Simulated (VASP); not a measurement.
GeB2I3, 6 atoms in the cell. It takes space group P4/mmm (No. 123, tetragonal). Conventional cell: a = 3.807 Å, b = 3.807 Å, c = 12.833 Å, α = 90.00°, β = 90.00°, γ = 90.00°. Ge (site symmetry 4/mmm) has 8 I at 3.25 Å and 4 Ge at 3.81 Å within 4.3 Å. Within 2.1 Å of B (site symmetry 4mm) lie 1 B at 1.60 Å. Within 4.3 Å of I (site symmetry 4mm) lie 4 Ge at 3.25 Å and 5 I at 3.65 to 3.81 Å. Within 3.9 Å of I (site symmetry 4/mmm) lie 8 B at 2.81 Å and 4 I at 3.81 Å. The cell was generated, and may not be a known phase.

```yaml
Program: VASP 6.6.1
Task: single point
Functional: PBE
Potentials_or_basis: VASP PAW PBE potentials, release 64 (Ge_d, B, I)
Cutoff: 520 eV
k_mesh: 10 × 10 × 4
Occupations: gaussian, width 0.1 eV
Spin: no spin polarisation
Dipole_correction: no
Further_INCAR_settings: ALGO = Normal; EDIFF = 1e-07; NBANDS = 30
```

Potentials or basis: VASP PAW PBE potentials, release 64 (Ge_d, B, I).

Run with:

```sh
$ cat potpaw_PBE.64/Ge_d/POTCAR potpaw_PBE.64/B/POTCAR potpaw_PBE.64/I/POTCAR > POTCAR
$ mpirun -np 1 vasp_std > vasp.out
```

Hardware: 1 thread of Intel(R) Xeon(R) Platinum 8259CL CPU @ 2.50GHz (Skylake/Cascade Lake), on a shared host.

How long does it take, and how much memory?

Run time: 4.4 min on 1 thread of Intel(R) Xeon(R) Platinum 8259CL CPU @ 2.50GHz (Skylake/Cascade Lake), on a shared host, peak memory 0.48 GiB. Counts: scf iterations 16, k points 63.
